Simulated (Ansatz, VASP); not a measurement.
**Two plane-wave programs on CuAgS2**

```
Cu Ag S
1.0
     4.91885    0.00000    0.00000
     0.00000    4.91885    0.00000
     0.00000    0.00000    2.72158
Cu Ag S
1 1 2
Direct
  0.00000 0.00000 0.00000
  0.50000 0.50000 0.50000
  0.50000 0.00000 0.00000
  0.00000 0.50000 0.00000
```

Alike in both runs: task single point; functional PBE; k mesh 4 × 4 × 6; occupations gaussian, width 0.1 eV; collinear spin.

|  | VASP | Ansatz |
| --- | --- | --- |
| version | VASP 6.6.1 | Ansatz 0.2.0 |
| potentials or method | VASP PAW PBE potentials, release 64 (Cu, Ag, S), cutoff 520 eV | scalar-relativistic, plane waves, PAW |
| valence electrons in the cell | 34 | 50 |

Ansatz gave:

* gap on the k mesh at the Fermi level (eV): none
* pressure (GPa): 1.1
* traceless stress, the component that is largest in VASP (GPa): 6.63
* net moment per atom (μB): 0.00

Estimate VASP's values.

gap on the k mesh at the Fermi level (eV): none; pressure (GPa): 0.9; traceless stress, the component that is largest in VASP (GPa): 6.47; net moment per atom (μB): 0.00.

A gap of «none» marks a metal or a gap that the smearing closes. With one functional, cell and mesh, what is left measures potentials, basis and numerics. VASP's potentials hold 34 valence electrons a cell and Ansatz's 50, so a difference there can come from the potentials and not from the codes. Ansatz's warnings: seeded moment not kept.

The k mesh is coarse, so the values compare programs but aren't converged.
